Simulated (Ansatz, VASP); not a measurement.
Re: VASP beside Ansatz

File INCAR:

```
PREC = Accurate ; ENCUT = 520
EDIFF = 1E-6 ; ISMEAR = -1
SIGMA = 0.08 ; LREAL = F
LASPH = T ; NELM = 80
ALGO = Normal ; ISIF = 2
LWAVE = F ; LCHARG = F
GGA = PE ; NBANDS = 10
```

KPOINTS

```
Automatic mesh
0
Gamma
  12 12 12
```

Contents of POSCAR:

```
Re
1.0
    2.5542176793      0.0000000000      0.0000000000
    0.0000000000      2.5542176793      0.0000000000
    0.0000000000      0.0000000000      2.5542176793
Re
1
Direct
    0.0000000000      0.0000000000      0.0000000000
```

Input for Ansatz:

```yaml
crystal:
  lattice:
    - [2.5542176793, 0.0, 0.0]
    - [0.0, 2.5542176793, 0.0]
    - [0.0, 0.0, 2.5542176793]
  atoms:
    - { symbol: Re, position: [0.0, 0.0, 0.0] }
kpoints:
  mp_grid: { grid: [12, 12, 12] }
scf:
  occupations: { method: fermi_dirac, width: 0.08 }
hamiltonian:
  xc: pbe
  pseudopotentials: { kind: all_electron, lapw: { basis_error: 0.0005 } }
output:
  forces: true
  stress: true
  eigenvalues: true
```

Change from the starting cell: volume scaled by 0.97.

Alike in both runs: task single point; functional PBE; k mesh 12 × 12 × 12; occupations fermi-dirac, width 0.08 eV; no spin polarisation.

```csv
,VASP,Ansatz
version,VASP 6.6.1,Ansatz 0.2.0
potentials or method,"VASP PAW PBE potentials, release 64 (Re), cutoff 520 eV","all-electron LAPW, scalar-relativistic"
```

```csv
,VASP,Ansatz,Ansatz less VASP
pressure (GPa),7.4,8.5,+1.06
```

Ansatz ran all-electron here, and VASP with PAW potentials.

Neither program's run includes spin-orbit coupling.
